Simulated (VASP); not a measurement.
Ge: single point with PBE exchange alone

Crystal: Ge.

```
Ge
1.0
     0.00000    2.88439    2.88439
     2.88439    0.00000    2.88439
     2.88439    2.88439    0.00000
Ge
2
Cartesian
  4.3266 4.3266 4.3266
  2.8844 2.8844 2.8844
```

```yaml
Program: VASP 6.6.1
Task: single point
Functional: PBE exchange alone
Potentials_or_basis: VASP PAW PBE potentials, release 64 (Ge_d)
Cutoff: 520 eV
k_mesh: 8 × 8 × 8
Occupations: fermi-dirac, width 0.05 eV
Spin: no spin polarisation
Dipole_correction: no
Further_INCAR_settings: ALGO = Normal; EDIFF = 1e-06; NBANDS = 21
```

```json
{
  "Pressure": "8.9 GPa",
  "Band gap on the k mesh": "zero (filled and empty bands touch)"
}
```

Levels at points of the mesh, in eV from the Fermi level:
| k point | band 12 | band 13 | band 14 | band 15 | band 16 | band 17 |
| --- | --- | --- | --- | --- | --- | --- |
| (0.00, 0.00, 0.00) | -0.59 | 0.04 | 0.04 | 0.04 | 2.57 | 2.57 |
| (0.50, 0.00, 0.00) | -7.30 | -1.28 | -1.28 | 0.06 | 3.80 | 3.80 |
| (0.50, 0.50, 0.00) | -8.67 | -2.82 | -2.82 | 0.98 | 0.98 | 9.00 |

It took 15 s on 1 thread of AMD EPYC 9R45 96-Core Processor (Zen 5) (shared host), peak memory 0.14 GiB.
